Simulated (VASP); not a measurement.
Input of a VASP 6.6.1 run:

The input POSCAR:

```
PtS2
1.0
    1.7391392306      1.0040925030      5.0958703676
   -1.7391392306      1.0040925030      5.0958703676
    0.0000000000     -2.0081850059      5.0958703676
Pt S
1 2
Direct
   -0.0026256467     -0.0026256467     -0.0026256467
    0.4255983390      0.4255983390      0.4255983390
    0.2436939743      0.2436939743      0.2436939743
```

Contents of INCAR.step1:

```
PREC = Accurate
ENCUT = 520
ISMEAR = -1
SIGMA = 0.02
LREAL = False
LASPH = True
NELM = 80
NBANDS = 18
GGA = PE
ALGO = Normal
EDIFF = 1E-4
LWAVE = True
LCHARG = False
```

Contents of INCAR.step2:

```
PREC = Accurate
ENCUT = 520
EDIFF = 1E-6
ISMEAR = -1
SIGMA = 0.02
LREAL = False
LASPH = True
NELM = 80
ALGO = Normal
ISIF = 2
LWAVE = False
LCHARG = False
METAGGA = R2SCAN
LMIXTAU = True
NBANDS = 18
ISTART = 1
```

KPOINTS

```
regular mesh
0
Gamma
  6 6 6
```

Potentials or basis: VASP PAW PBE potentials, release 64 (Pt, S).

Launch:

```bash
$ cat potpaw_PBE.64/Pt/POTCAR potpaw_PBE.64/S/POTCAR > POTCAR
$ cp INCAR.step1 INCAR
$ mpirun -np 1 vasp_std > vasp.out
$ cp INCAR.step2 INCAR
$ mpirun -np 1 vasp_std > vasp.out
```

Q: Predict the band gap on the k mesh.

A: Zero (band 11 reaches 7.77 eV, above the bottom of band 12 at 7.35 eV).

Q: What does it give for the largest force?

A: 0.052 eV/Å.

Q: What does it give for the pressure?

A: 1.2 GPa.

Stress tensor (GPa, compression positive):
```
1.37 0.00 0.00
0.00 1.37 0.00
0.00 0.00 0.87
```

Caveat: the PAW data sets were made with another functional, which shifts forces and pressure a little; spin-orbit coupling is left out, which moves the levels of the heavy elements.
